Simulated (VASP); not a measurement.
Input of a VASP 6.6.1 run:

File POSCAR:

```
TiNi
1.0
    2.9880493512      0.0000000000      0.0000000000
    0.0000000000      2.9880493512      0.0000000000
    0.0000000000      0.0000000000      2.9880493512
Ni Ti
1 1
Direct
    0.0000000000      0.0000000000      0.0000000000
    0.5000000000      0.5000000000      0.5000000000
```

File INCAR.step1:

```
SYSTEM = TiNi
ALGO = Normal
EDIFF = 1E-4
ENCUT = 520
GGA = PE
ISMEAR = 1
LASPH = .TRUE.
LCHARG = .FALSE.
LREAL = .FALSE.
LWAVE = .TRUE.
NBANDS = 18
NELM = 60
PREC = Accurate
SIGMA = 0.1
```

File INCAR.step2:

```
SYSTEM = TiNi
ALGO = Normal
EDIFF = 1E-6
ENCUT = 520
ISIF = 2
ISMEAR = 1
ISTART = 1
LASPH = .TRUE.
LCHARG = .TRUE.
LELF = .TRUE.
LMIXTAU = .TRUE.
LREAL = .FALSE.
LVHAR = .TRUE.
LWAVE = .FALSE.
METAGGA = R2SCAN
NBANDS = 18
NELM = 60
PREC = Accurate
SIGMA = 0.1
```

Contents of KPOINTS:

```
k-points
0
G
  16 16 16
  0 0 0
```

Potentials or basis: VASP PAW PBE potentials, release 64 (Ni, Ti_sv).

Command:

```sh
$ cat potpaw_PBE.64/Ni/POTCAR potpaw_PBE.64/Ti_sv/POTCAR > POTCAR
$ cp INCAR.step1 INCAR
$ mpirun -np 1 vasp_std > vasp.out
$ cp INCAR.step2 INCAR
$ mpirun -np 1 vasp_std > vasp.out
```

**Question.** Estimate the pressure.

**Answer.** 0.5 GPa.

**Question.** What does it give for the band gap on the k mesh?

**Answer.** Zero (band 11 reaches 10.12 eV, above the bottom of band 12 at 8.29 eV).

Caveat: the PAW data sets were made with another functional, which shifts forces and pressure a little. Spin polarisation is off, so any magnetic state and its effect on volume and gap are missing.
